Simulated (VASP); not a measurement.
# GaSb (I-4m2) in VASP: single point with PBEsol

Aim: the single point of GaSb with PBEsol.

All numbers are computed with VASP 6.6.1; they aren't measurements. Logs are shortened: lines on timing, memory, paths and dates and some standing lists are left out, and cuts for length are marked.

## (1) The cell of the first run

The structure is tetragonal, space group I-4m2 (No. 119). The conventional cell has a = 5.507 Å, b = 5.507 Å, c = 3.181 Å, α = 90.00°, β = 90.00°, γ = 90.00°. Within 3.8 Å of Ga (site symmetry -4m2) lie 8 Sb at 2.87 to 3.64 Å and 2 Ga at 3.18 Å. Within 3.8 Å of Sb (site symmetry -4m2) lie 8 Ga at 2.87 to 3.64 Å and 2 Sb at 3.18 Å.

## (2) Single point, PBEsol

Input file INCAR:

```
PREC = Accurate
ENCUT = 500
EDIFF = 1E-6
ISMEAR = -1
SIGMA = 0.1
LREAL = False
LASPH = True
NELM = 120
ALGO = Normal
ISIF = 2
LWAVE = False
LCHARG = True
GGA = PS
LELF = True
LVHAR = True
NBANDS = 16
GGA_COMPAT = False
```

Input file KPOINTS:

```
regular mesh
0
Gamma
  4 4 4
```

Input file POSCAR:

```
GaSb
1.0
   -2.7534340000      2.7534340000      1.5907070000
    2.7534340000     -2.7534340000      1.5907070000
    2.7534340000      2.7534340000     -1.5907070000
Ga Sb
1 1
Direct
    0.2500000000      0.7500000000      0.5000000000
    0.0000000000      0.0000000000      0.0000000000
```

Potentials or basis: VASP PAW PBE potentials, release 64 (Ga_d, Sb).

Started as:

```sh
$ cat potpaw_PBE.64/Ga_d/POTCAR potpaw_PBE.64/Sb/POTCAR > POTCAR
$ mpirun -np 1 vasp_std > vasp.out
```

OUTCAR:

```text
PREC = Accurate
   ENCUT = 500
   EDIFF = 1E-6
   ISMEAR = -1
   LREAL = False
   LASPH = True
   NELM = 120
   ISIF = 2
   GGA = PS

 ion  position               nearest neighbor table
   1  0.250  0.750  0.500-   2 2.87   2 2.87   2 2.87   2 2.87
   2  0.000  0.000  0.000-   1 2.87   1 2.87   1 2.87   1 2.87

  LATTYP: Found a body centered tetragonal cell.
 ALAT       =     5.5068680000
 C/A-ratio  =     0.5777174975

  Lattice vectors:

 A1 = (  -2.7534340000,   2.7534340000,   1.5907070000)
 A2 = (   2.7534340000,  -2.7534340000,   1.5907070000)
 A3 = (   2.7534340000,   2.7534340000,  -1.5907070000)

Analysis of symmetry for initial positions (statically):
=====================================================================
 Subroutine PRICEL returns:
 Original cell was already a primitive cell.

 Routine SETGRP: Setting up the symmetry group for a
 body centered tetragonal supercell.

 Subroutine GETGRP returns: Found  8 space group operations
 (whereof  8 operations were pure point group operations)
 out of a pool of 16 trial point group operations.

The static configuration has the point symmetry D_2d.

Analysis of symmetry for dynamics (positions and initial velocities):
=====================================================================
 Subroutine PRICEL returns:
 Original cell was already a primitive cell.

 Routine SETGRP: Setting up the symmetry group for a
 body centered tetragonal supercell.

 Subroutine GETGRP returns: Found  8 space group operations
 (whereof  8 operations were pure point group operations)
 out of a pool of 16 trial point group operations.

The dynamic configuration has the point symmetry D_2d.

 Subroutine INISYM returns: Found  8 space group operations
 (whereof  8 operations are pure point group operations),
 and found     1 'primitive' translations

----------------------------------------------------------------------------------------

                                     Primitive cell

  volume of cell :      48.2391

  direct lattice vectors                    reciprocal lattice vectors
    -2.753434000  2.753434000  1.590707000     0.000000000  0.181591424  0.314325643
     2.753434000 -2.753434000  1.590707000     0.181591424  0.000000000  0.314325643
     2.753434000  2.753434000 -1.590707000     0.181591424  0.181591424  0.000000000

  length of vectors
     4.206322187  4.206322187  4.206322187     0.363009717  0.363009717  0.256809054

  position of ions in fractional coordinates (direct lattice)
     0.250000000  0.750000000  0.500000000
     0.000000000  0.000000000  0.000000000

  ion indices of the primitive-cell ions
   primitive index   ion index
                 1           1
                 2           2

----------------------------------------------------------------------------------------

 KPOINTS: regular mesh

Automatic generation of k-mesh.
 Grid dimensions read from file:
 generate k-points for:    4    4    4

 Generating k-lattice:

  Cartesian coordinates                     Fractional coordinates (reciprocal lattice)
     0.000000000  0.045397856  0.078581411     0.250000000 -0.000000000  0.000000000
     0.045397856  0.000000000  0.078581411    -0.000000000  0.250000000  0.000000000
     0.045397856  0.045397856  0.000000000     0.000000000  0.000000000  0.250000000

  Length of vectors
     0.090752429  0.090752429  0.064202264

  Shift w.r.t. Gamma in fractional coordinates (k-lattice)
     0.000000000  0.000000000  0.000000000

 Subroutine IBZKPT returns following result:
 ===========================================

 Found     13 irreducible k-points:

 Following reciprocal coordinates:
            Coordinates               Weight
  0.000000  0.000000  0.000000      1.000000
  0.250000 -0.000000  0.000000      8.000000
  0.500000 -0.000000  0.000000      4.000000
  0.250000  0.250000  0.000000      8.000000
  0.500000  0.250000  0.000000     16.000000
 -0.250000  0.250000  0.000000      4.000000
  0.500000  0.500000  0.000000      2.000000
  0.250000  0.250000  0.250000      2.000000
 -0.250000  0.250000  0.250000      4.000000
  0.500000  0.500000  0.250000      4.000000
 -0.250000  0.500000  0.250000      8.000000
 -0.250000 -0.250000  0.250000      2.000000
  0.500000  0.500000  0.500000      1.000000
   k-points           NKPTS =     13   k-points in BZ     NKDIM =     13   number of bands    NBANDS=     16
   number of dos      NEDOS =    301   number of ions     NIONS =      2
   total plane-waves  NPLWV =  32768
   dimension x,y,z NGX =    32 NGY =   32 NGZ =   32
   dimension x,y,z NGXF=    64 NGYF=   64 NGZF=   64
   ions per type =               1   1
   NGX,Y,Z   is equivalent  to a cutoff of  12.65, 12.65, 12.65 a.u.
   NGXF,Y,Z  is equivalent  to a cutoff of  25.29, 25.29, 25.29 a.u.
 SYSTEM =  unknown system
   PREC   = accura    normal or accurate (medium, high low for compatibility)
   ISTART =      0    job   : 0-new  1-cont  2-samecut
   ICHARG =      2    charge: 1-file 2-atom 10-const
   ISPIN  =      1    spin polarized calculation?
   LNONCOLLINEAR =      F non collinear calculations
   LSORBIT =      F    spin-orbit coupling
   LASPH  =      T    aspherical Exc in radial PAW
   ENCUT  =  500.0 eV  36.75 Ry    6.06 a.u.   7.67  7.67  7.67*2*pi/ulx,y,z
   NELM   =    120;   NELMIN=  2; NELMDL= -5     # of ELM steps
   EDIFF  = 0.1E-05   stopping-criterion for ELM
   LREAL  =      F    real-space projection
   EDIFFG = 0.1E-04   stopping-criterion for IOM
   NSW    =      0    number of steps for IOM
   IBRION =     -1    ionic relax: 0-MD 1-quasi-New 2-CG
   NFREE  =      0    steps in history (QN), initial steepest desc. (CG)
   ISIF   =      2    stress and relaxation
   ISYM   =      2    0-nonsym 1-usesym 2-fastsym
   POTIM  = 0.5000    time-step for ionic-motion
   TEBEG  =    0.0;   TEEND  =   0.0 temperature during run
   PSTRESS=    0.0 pullay stress
   NELECT =      18.0000    total number of electrons
   NUPDOWN=      -1.0000    fix difference up-down
   EMIN   =  10.00;   EMAX   =-10.00  energy-range for DOS
   EFERMI =   0.00;   METHOD = LEGACY
   ISMEAR =    -1;   SIGMA  =   0.10  broadening in eV -4-tet -1-fermi 0-gaus
   EFERMI_NEDOS =   21; number of points for ismear=-14 and -15
   IALGO  =     38    algorithm
   IMIX   =      4    mixing-type and parameters
     AMIX     =   0.40;   BMIX     =  1.00
     AMIX_MAG =   1.60;   BMIX_MAG =  1.00
  volume/ion in A,a.u.               =      24.12       162.77
  Fermi-wavevector in a.u.,A,eV,Ry     =   1.178598  2.227228 18.899772  1.389094
  Thomas-Fermi vector in A             =   2.314924
   LORBIT       =      0    0 simple, 1 ext, 2 COOP (PROOUT), +10 PAW based schemes
   GGA     = PS    functional components
   LHFCALC =     F    Hartree Fock is set to
   AEXX    =    0.0000 exact exchange contribution
   IVDW    =     0    specifies the selected vdW correction
   LEPSILON=     F    determine dielectric tensor
   LRPA    =     F    only Hartree local field effects (RPA)
 non-spin polarized calculation
  energy-cutoff  :      500.00
  volume of cell :       48.24
 maximum number of plane-waves:      1253
 NGX is ok and might be reduce to    32
   NGX = 15   NGY = 15   NGZ = 15

 number of electron      17.9999994 magnetization

 Free energy of the ion-electron system (eV)
  ---------------------------------------------------
  ext. energy  EPLUGINS =         0.00000000
  ---------------------------------------------------
  free energy    TOTEN  =        -7.88482835 eV

  energy without entropy =       -7.85628990  energy(sigma->0) =       -7.87055913

 E-fermi :   6.3879     XC(G=0): -10.3673

 val. band max:        6.3538517680   @ k =   0.2500  -0.0000   0.0000
 cond. band min:       6.4307970118   @ k =   0.5000   0.5000   0.0000
 fundamental gap:      0.0769452438
 Fermi energy:         6.3879381059

 k-point     1 :       0.0000    0.0000    0.0000
  band No.  band energies     occupation
      1      -8.6125      2.00000
      2      -8.5349      2.00000
      3      -8.5279      2.00000
      4      -8.5030      2.00000
      5      -8.5030      2.00000
      6      -5.5261      2.00000
[... 8 lines left out ...]
     15      16.3558      0.00000
     16      17.0970      0.00000

 k-point     2 :       0.2500   -0.0000    0.0000
  band No.  band energies     occupation
      1      -8.5518      2.00000
      2      -8.5405      2.00000
      3      -8.5330      2.00000
      4      -8.5272      2.00000
      5      -8.5145      2.00000
      6      -4.3486      2.00000
[... 8 lines left out ...]
     15      14.0036      0.00000
     16      16.2521      0.00000

 k-point     3 :       0.5000   -0.0000    0.0000
  band No.  band energies     occupation
      1      -8.5688      2.00000
      2      -8.5606      2.00000
      3      -8.5426      2.00000
      4      -8.5033      2.00000
      5      -8.4776      2.00000
      6      -1.8965      2.00000
[... 8 lines left out ...]
     15      16.7974      0.00000
     16      17.2958      0.00000

 k-point     4 :       0.2500    0.2500    0.0000
  band No.  band energies     occupation
      1      -8.5658      2.00000
      2      -8.5591      2.00000
      3      -8.5448      2.00000
      4      -8.5047      2.00000
      5      -8.4785      2.00000
      6      -1.9481      2.00000
[... 8 lines left out ...]
     15      15.6322      0.00000
     16      16.3379      0.00000
[... 115 lines left out ...]
 k-point    11 :      -0.2500    0.5000    0.2500
  band No.  band energies     occupation
      1      -8.5804      2.00000
      2      -8.5424      2.00000
      3      -8.5295      2.00000
      4      -8.5260      2.00000
      5      -8.5002      2.00000
      6      -2.5864      2.00000
[... 8 lines left out ...]
     15      17.7850      0.00000
     16      18.7225      0.00000

 k-point    12 :      -0.2500   -0.2500    0.2500
  band No.  band energies     occupation
      1      -8.5581      2.00000
      2      -8.5581      2.00000
      3      -8.5542      2.00000
      4      -8.5052      2.00000
      5      -8.4821      2.00000
      6      -2.2583      2.00000
[... 8 lines left out ...]
     15      18.2485      0.00000
     16      18.2485      0.00000

 k-point    13 :       0.5000    0.5000    0.5000
  band No.  band energies     occupation
      1      -8.6122      2.00000
      2      -8.6059      2.00000
      3      -8.4969      2.00000
      4      -8.4967      2.00000
      5      -8.4967      2.00000
      6      -2.8519      2.00000
[... 8 lines left out ...]
     15      19.8705      0.00000
     16      20.0319      0.00000

------------------------ aborting loop because EDIFF is reached ----------------------------------------

  FORCE on cell =-STRESS in cart. coord.  units (eV):
  Direction    XX          YY          ZZ          XY          YZ          ZX
  --------------------------------------------------------------------------------------
  -------------------------------------------------------------------------------------
  Total       -1.8378238     -1.8378238      0.2376896      0.0000000      0.0000000      0.0000000
  in kB      -61.0400566    -61.0400566      7.8944383      0.0000000      0.0000000      0.0000000
  external PRESSURE =     -38.0618916 kB  Pullay stress =       0.0000000 kB

 VOLUME and BASIS-vectors are now :
 -----------------------------------------------------------------------------
  energy-cutoff  :      500.00
  volume of cell :       48.24
      direct lattice vectors                 reciprocal lattice vectors
    -2.753434000  2.753434000  1.590707000     0.000000000  0.181591424  0.314325643
     2.753434000 -2.753434000  1.590707000     0.181591424  0.000000000  0.314325643
     2.753434000  2.753434000 -1.590707000     0.181591424  0.181591424  0.000000000

 POSITION                                       TOTAL-FORCE (eV/Angst)
 -----------------------------------------------------------------------------------
      2.75343      0.00000      0.79535        -0.000000      0.000000     -0.000000
      0.00000      0.00000      0.00000         0.000000     -0.000000      0.000000
 -----------------------------------------------------------------------------------
    total drift:                                0.000000     -0.000000      0.000000

  FREE ENERGIE OF THE ION-ELECTRON SYSTEM (eV)
  ---------------------------------------------------
  free  energy   TOTEN  =        -7.8848283538 eV

  energy  without entropy=       -7.8562899050  energy(sigma->0) =       -7.87055913
```

It took 15 s on 1 thread of AMD EPYC 7R13 (Zen 3), shared host; peak memory 0.14 GiB.

Results:

```yaml
Free_energy: -7.8848 eV
Pressure: -3.8 GPa
Band_gap_on_the_k_mesh: zero (band 9 reaches 8.15 eV, above the bottom of band 10 at 4.67 eV)
```

Levels at points of the mesh, in eV from the Fermi level:
| k point | band 5 | band 6 | band 7 | band 8 | band 9 | band 10 | band 11 | band 12 | band 13 | band 14 |
| --- | --- | --- | --- | --- | --- | --- | --- | --- | --- | --- |
| (0.00, 0.00, 0.00) | -14.89 | -11.91 | -2.95 | -1.85 | -1.85 | 3.40 | 5.10 | 7.08 | 7.08 | 7.41 |
| (0.50, 0.00, 0.00) | -14.87 | -8.28 | -5.59 | -2.39 | -1.49 | -1.16 | 2.40 | 3.25 | 5.11 | 8.06 |
| (0.50, 0.50, 0.00) | -14.88 | -10.41 | -8.06 | 0.04 | 1.76 | 2.13 | 2.34 | 4.62 | 6.48 | 8.46 |
| (0.50, 0.50, 0.50) | -14.88 | -9.24 | -5.98 | -4.96 | -4.96 | 3.49 | 4.92 | 10.35 | 10.35 | 12.61 |

Caveat: the k points lie up to 0.57 Å⁻¹ apart; the PAW data sets were made with another functional, which shifts forces and pressure a little; spin-orbit coupling is left out, which moves the levels of the heavy elements.
